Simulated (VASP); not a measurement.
# Pd (R-3m) in VASP: a series of runs, part 2 of 3

VASP 6.6.1. Earlier steps stand in the parts before.

## (4) Electric field gradients, r2SCAN (shortest bond scaled by 0.64)

The input, POSCAR:

```
Pd
1.0
    0.0000000000      2.6784289448      2.6784289448
    2.6784289448      0.0000000000      2.6784289448
    2.6784289448      2.6784289448      0.0000000000
Pd
2
Direct
   -0.2600000000     -0.0800000000     -0.0800000000
    0.2600000000      0.0800000000      0.0800000000
```

The input, INCAR.step1:

```
  PREC = Accurate
  ENCUT = 440
  ISMEAR = -1
  SIGMA = 0.05
  LREAL = F
  LASPH = T
  NELM = 120
  NBANDS = 17
  GGA = PE
  ALGO = Normal
  EDIFF = 1E-5
  LWAVE = T
  LCHARG = F
  GGA_COMPAT = F
```

The input, INCAR.step2:

```
  PREC = Accurate
  ENCUT = 440
  EDIFF = 1E-8
  ISMEAR = -1
  SIGMA = 0.05
  LREAL = F
  LASPH = T
  NELM = 120
  ALGO = Normal
  ISIF = 2
  LWAVE = F
  LCHARG = F
  METAGGA = R2SCAN
  LMIXTAU = T
  LEFG = T
  NBANDS = 17
  ISTART = 1
  GGA_COMPAT = F
```

The input, KPOINTS:

```
Automatic mesh
0
Gamma
  10 10 10
```

Potentials or basis: VASP PAW PBE potentials, release 64 (Pd).

Started as:

```
> cat potpaw_PBE.64/Pd/POTCAR > POTCAR
> cp INCAR.step1 INCAR
> mpirun -np 1 vasp_std > vasp.out
> cp INCAR.step2 INCAR
> mpirun -np 1 vasp_std > vasp.out
```

OUTCAR:

```text
PREC = Accurate
   ENCUT = 440
   EDIFF = 1E-8
   ISMEAR = -1
   LREAL = F
   LASPH = T
   NELM = 120
   ISIF = 2
   METAGGA = R2SCAN
   ISTART = 1

 ion  position               nearest neighbor table
   1  0.740  0.920  0.920-   2 1.48   2 2.71   2 2.71   2 2.71
   2  0.260  0.080  0.080-   1 1.48   1 2.71   1 2.71   1 2.71

 -----------------------------------------------------------------------------
|                                                                             |
|           W    W    AA    RRRRR   N    N  II  N    N   GGGG   !!!           |
|           W    W   A  A   R    R  NN   N  II  NN   N  G    G  !!!           |
|           W    W  A    A  R    R  N N  N  II  N N  N  G       !!!           |
|           W WW W  AAAAAA  RRRRR   N  N N  II  N  N N  G  GGG   !            |
|           WW  WW  A    A  R   R   N   NN  II  N   NN  G    G                |
|           W    W  A    A  R    R  N    N  II  N    N   GGGG   !!!           |
|                                                                             |
|     The distance between some ions is very small. Please check the          |
|     nearest-neighbor list in the OUTCAR file.                               |
|     I HOPE YOU KNOW WHAT YOU ARE DOING!                                     |
|                                                                             |
 -----------------------------------------------------------------------------

  LATTYP: Found a face centered cubic cell.
 ALAT       =     5.3568578896

  Lattice vectors:

 A1 = (   0.0000000000,   2.6784289448,   2.6784289448)
 A2 = (   2.6784289448,   0.0000000000,   2.6784289448)
 A3 = (   2.6784289448,   2.6784289448,   0.0000000000)

Analysis of symmetry for initial positions (statically):
=====================================================================
 Subroutine PRICEL returns:
 Original cell was already a primitive cell.

 Routine SETGRP: Setting up the symmetry group for a
 face centered cubic supercell.

 Subroutine GETGRP returns: Found 12 space group operations
 (whereof  4 operations were pure point group operations)
 out of a pool of 48 trial point group operations.

The static configuration has the point symmetry C_2h.
 The point group associated with its full space group is D_3d.

Analysis of symmetry for dynamics (positions and initial velocities):
=====================================================================
 Subroutine PRICEL returns:
 Original cell was already a primitive cell.

 Routine SETGRP: Setting up the symmetry group for a
 face centered cubic supercell.

 Subroutine GETGRP returns: Found 12 space group operations
 (whereof  4 operations were pure point group operations)
 out of a pool of 48 trial point group operations.

The dynamic configuration has the point symmetry C_2h.
 The point group associated with its full space group is D_3d.

 Subroutine INISYM returns: Found 12 space group operations
 (whereof  4 operations are pure point group operations),
 and found     1 'primitive' translations

----------------------------------------------------------------------------------------

                                     Primitive cell

  volume of cell :      38.4300
[... 97 lines left out ...]
   POTIM  = 0.5000    time-step for ionic-motion
   TEBEG  =    0.0;   TEEND  =   0.0 temperature during run
   PSTRESS=    0.0 pullay stress
   NELECT =      20.0000    total number of electrons
   NUPDOWN=      -1.0000    fix difference up-down
   EMIN   =  10.00;   EMAX   =-10.00  energy-range for DOS
   EFERMI =   0.00;   METHOD = LEGACY
   ISMEAR =    -1;   SIGMA  =   0.05  broadening in eV -4-tet -1-fermi 0-gaus
   EFERMI_NEDOS =   21; number of points for ismear=-14 and -15
   IALGO  =     38    algorithm
   IMIX   =      4    mixing-type and parameters
     AMIX     =   0.40;   BMIX     =  1.00
     AMIX_MAG =   1.60;   BMIX_MAG =  1.00
  volume/ion in A,a.u.               =      19.21       129.67
  Fermi-wavevector in a.u.,A,eV,Ry     =   1.316825  2.488438 23.592881  1.734028
  Thomas-Fermi vector in A             =   2.446910
   LORBIT       =      0    0 simple, 1 ext, 2 COOP (PROOUT), +10 PAW based schemes
   METAGGA = R2SCAN    functional components
   LHFCALC =     F    Hartree Fock is set to
   AEXX    =    0.0000 exact exchange contribution
   IVDW    =     0    specifies the selected vdW correction
   LEPSILON=     F    determine dielectric tensor
   LRPA    =     F    only Hartree local field effects (RPA)
 non-spin polarized calculation
  energy-cutoff  :      440.00
  volume of cell :       38.43
 maximum number of plane-waves:       822
 NGX is ok and might be reduce to    28
   NGX = 13   NGY = 13   NGZ = 13

 number of electron      19.9999995 magnetization

 Free energy of the ion-electron system (eV)
  ---------------------------------------------------
  ext. energy  EPLUGINS =         0.00000000
  ---------------------------------------------------
  free energy    TOTEN  =       -31.86027149 eV

  energy without entropy =      -31.84694720  energy(sigma->0) =      -31.85360935

 E-fermi :   7.3355     XC(G=0): -11.8512

 val. band max:        7.3289568856   @ k =   0.4000   0.1000  -0.4000
 cond. band min:       7.3429522124   @ k =   0.0000   0.3000   0.1000
 fundamental gap:      0.0139953268
 Fermi energy:         7.3354952515

 k-point     1 :       0.0000    0.0000    0.0000
  band No.  band energies     occupation
      1      -3.2303      2.00000
      2      -3.2303      2.00000
      3      -3.1772      2.00000
      4       0.9834      2.00000
      5       0.9834      2.00000
      6       1.4489      2.00000
[... 457 lines left out ...]
      4       0.8485      2.00000
      5       1.3088      2.00000
      6       4.0286      2.00000
[... 9 lines left out ...]
     16      20.4095      0.00000
     17      21.5180      0.00000

 [... further k-points ...]
[... 5 lines left out ...]
  --------------------------------------------------------------------------------------
  -------------------------------------------------------------------------------------
  Total        8.5491127      8.5491127      8.5491127    -11.0117262     11.0117262    -11.0117262
  in kB      356.4193203    356.4193203    356.4193203   -459.0876427    459.0876427   -459.0876427
  external PRESSURE =     356.4193203 kB  Pullay stress =       0.0000000 kB

 VOLUME and BASIS-vectors are now :
 -----------------------------------------------------------------------------
  energy-cutoff  :      440.00
  volume of cell :       38.43
      direct lattice vectors                 reciprocal lattice vectors
     0.000000000  2.678428945  2.678428945    -0.186676597  0.186676597  0.186676597
     2.678428945  0.000000000  2.678428945     0.186676597 -0.186676597  0.186676597
     2.678428945  2.678428945  0.000000000     0.186676597  0.186676597 -0.186676597

 POSITION                                       TOTAL-FORCE (eV/Angst)
 -----------------------------------------------------------------------------------
      4.92831      4.44619      4.44619       -12.574844     12.574844     12.574844
      0.42855      0.91067      0.91067        12.574844    -12.574844    -12.574844
 -----------------------------------------------------------------------------------
    total drift:                               -0.000000     -0.000000      0.000000

  FREE ENERGIE OF THE ION-ELECTRON SYSTEM (eV)
  ---------------------------------------------------
  free  energy   TOTEN  =       -31.8602714920 eV

  energy  without entropy=      -31.8469472013  energy(sigma->0) =      -31.85360935

 Electric field gradients (V/A^2)
---------------------------------------------------------------------
 ion       V_xx      V_yy      V_zz      V_xy      V_xz      V_yz
---------------------------------------------------------------------
   1       0.000    -0.000    -0.000  -146.877  -146.877   146.876
   2       0.000    -0.000    -0.000  -146.877  -146.877   146.876
---------------------------------------------------------------------

 Electric field gradients after diagonalization (V/A^2)
 (convention: |V_zz| > |V_xx| > |V_yy|)
----------------------------------------------------------------------
 ion       V_xx      V_yy      V_zz     asymmetry (V_yy - V_xx)/ V_zz
----------------------------------------------------------------------
   1    -146.877  -146.876   293.753       0.000
   2    -146.877  -146.876   293.753       0.000
----------------------------------------------------------------------

           NMR quadrupolar parameters

 Cq : quadrupolar parameter    Cq=e*Q*V_zz/h
 eta: asymmetry parameters     (V_yy - V_xx)/ V_zz
 Q  : nuclear electric quadrupole moment in mb (millibarn)
----------------------------------------------------------------------
 ion       Cq(MHz)       eta       Q (mb)
----------------------------------------------------------------------
   1       0.710       0.000       1.000
   2       0.710       0.000       1.000
----------------------------------------------------------------------
```

Wall time 6.7 min (1 thread of Intel Xeon 8259CL, shared host); peak memory 0.2 GiB.

What came out:

```
Free energy                             : -31.8603 eV
Pressure                                : 35.6 GPa
Largest force                           : 21.780 eV/Å
Band gap on the k mesh                  : zero (bands 10 and 11 overlap by 2.37 eV)
Largest electric field gradient by atom : Pd +293.8 V/Å²
```

Forces on the atoms (eV/Å):
```
Pd  -12.575  12.575  12.575
Pd   12.575 -12.575 -12.575
```

Electric field gradients, principal values (V/Å²):
```csv
atom,least,middle,greatest (by size)
1 Pd,-146.876,-146.877,293.753
2 Pd,-146.876,-146.877,293.753
```

Caveat: the cell differs from its parent crystal (shortest bond scaled by 0.64); atoms lie so close that the PAW spheres overlap strongly, which falsifies energies and pressures; the cell stands under pressure; without QUAD_EFG the Cq values of the log hold for a quadrupole moment of 1 mb, not for the nuclei; the PAW data sets were made with another functional, which shifts forces and pressure a little.

(Part 2 of 3 ends here.)
